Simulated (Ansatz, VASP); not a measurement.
## MoS2 in VASP and in Ansatz

INCAR

```
  PREC = Accurate
  ENCUT = 520
  EDIFF = 1E-7
  ISMEAR = -1
  SIGMA = 0.05
  LREAL = F
  LASPH = T
  NELM = 100
  ALGO = Normal
  ISIF = 2
  LWAVE = F
  LCHARG = T
  GGA = B5
  ALDAX = 1.0
  AGGAX = 1.0
  AGGAC = 1.0
  ALDAC = 0.0
  IVDW = 12
  VDW_S6 = 1.0
  VDW_S8 = 2.6996
  VDW_A1 = 0.4298
  VDW_A2 = 4.2359
  LELF = T
  LVHAR = T
  NBANDS = 20
```

The input KPOINTS:

```
Automatic mesh
0
Gamma
  9 9 4
```

Contents of POSCAR:

```
MoS2
1.0
    3.2058030729      0.0000000000      0.0000000000
   -1.6029015365      2.7763069006      0.0000000000
    0.0000000000      0.0000000000      6.2701065500
Mo S
1 2
Direct
    0.0000000000      0.0000000000      0.5000000000
    0.6666666667      0.3333333333      0.7446806800
    0.3333333333      0.6666666667      0.2553193200
```

The input input.yaml:

```yaml
crystal:
  lattice:
    - [3.2058030729, 0.0, 0.0]
    - [-1.6029015365, 2.7763069006, 0.0]
    - [0.0, 0.0, 6.27010655]
  atoms:
    - { symbol: Mo, position: [0.0, 0.0, 0.5] }
    - { symbol: S, position: [0.6666666667, 0.3333333333, 0.74468068] }
    - { symbol: S, position: [0.3333333333, 0.6666666667, 0.25531932] }
hamiltonian:
  xc: blyp
  pseudopotentials: { kind: paw }
  dispersion: d3bj
kpoints:
  mp_grid: { grid: [9, 9, 4] }
scf:
  occupations: { method: fermi_dirac, width: 0.05 }
output:
  forces: true
  stress: true
  eigenvalues: true
```

Alike in both runs: task single point; functional BLYP; dispersion D3(BJ); k mesh 9 × 9 × 4; occupations fermi-dirac, width 0.05 eV; no spin polarisation.

|  | VASP | Ansatz |
| --- | --- | --- |
| version | VASP 6.6.1 | Ansatz 0.2.0 |
| potentials or method | VASP PAW PBE potentials, release 64 (Mo_sv, S) | Ansatz PAW |
| plane-wave cutoff (eV) | 520 | 420 |
| valence electrons in the cell | 26 | 26 |

VASP gave:

- gap on the k mesh at the Fermi level (eV): none
- pressure (GPa): 3.1
- traceless stress, the component that is largest in VASP (GPa): 0.26
- rms of the force components (eV/Å): 0.469

Problem. Estimate Ansatz's values.

Solution. gap on the k mesh at the Fermi level (eV): none; pressure (GPa): 3.0; traceless stress, the component that is largest in VASP (GPa): 0.25; rms of the force components (eV/Å): 0.463.

VASP's potentials were made for PBE, not for BLYP. Atom by atom the forces differ by 0.006 eV/Å (rms over components). A gap of «none» marks a metal or a gap that the smearing closes.
